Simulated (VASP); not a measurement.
## TaSi: single point with PBE

TaSi:

```xyz
8
Lattice="3.2858 0.8897 0.0103 -0.8899 3.2857 0.0103 -0.0230 -0.0406 10.9195" Properties=species:S:1:pos:R:3 pbc="T T T"
Ta    0.1442    2.6693    4.7039
Ta    0.1327    2.6490   10.1636
Ta    2.2402    1.4859    0.7765
Ta    2.2287    1.4656    6.2362
Si    0.1497    2.6792    2.0319
Si    0.1383    2.6589    7.4916
Si    2.2346    1.4759    3.4485
Si    2.2232    1.4556    8.9083
```

| Property | Result |
| --- | --- |
| Program | VASP 6.6.1 |
| Task | single point |
| Functional | PBE |
| Potentials or basis | VASP PAW PBE potentials, release 64 (Ta_pv, Si) |
| Cutoff | 520 eV |
| k mesh | 6 × 6 × 2 |
| Occupations | gaussian, width 0.2 eV |
| Spin | no spin polarisation |

| Item | Value |
| --- | --- |
| Pressure | 0.1 GPa |
| Largest force | 0.006 eV/Å |
| Band gap on the k mesh | zero (band 30 reaches 8.55 eV, above the bottom of band 31 at 6.52 eV) |

Forces in eV/Å, atoms in the order of the input:
```
Ta   0.000  0.000 -0.002
Ta   0.000  0.000 -0.002
Ta   0.000  0.000  0.002
Ta   0.000  0.000  0.002
Si   0.000  0.000  0.006
Si   0.000  0.000  0.006
Si   0.000  0.000 -0.006
Si   0.000  0.000 -0.006
```

Levels at points of the mesh, in eV from the Fermi level:
```tsv
k point	band 27	band 28	band 29	band 30	band 31	band 32	band 33	band 34
(0.00, 0.00, 0.00)	0.21	0.52	0.53	0.53	0.59	0.61	0.76	0.96
(0.50, 0.00, 0.00)	-1.54	-1.54	0.58	0.58	1.14	1.14	1.23	1.23
(0.00, 0.50, 0.00)	-1.54	-1.54	0.58	0.58	1.14	1.14	1.23	1.23
(0.50, 0.50, 0.00)	-1.51	-1.51	-1.13	-1.13	-0.56	-0.56	2.83	2.83
(0.00, 0.00, 0.50)	0.15	0.15	0.56	0.56	0.67	0.67	0.67	0.67
(0.50, 0.00, 0.50)	-1.76	-1.76	0.77	0.77	0.77	0.77	1.97	1.97
(0.00, 0.50, 0.50)	-1.76	-1.76	0.77	0.77	0.77	0.77	1.97	1.97
(0.50, 0.50, 0.50)	-1.62	-1.62	-0.93	-0.93	-0.93	-0.93	3.16	3.16
```

Run time: 2.4 min on 1 thread of Intel(R) Xeon(R) Platinum 8375C CPU @ 2.90GHz (Ice Lake), with other jobs on the host, peak memory 0.33 GiB.

Caveat: spin-orbit coupling is left out, which moves the levels of the heavy elements.
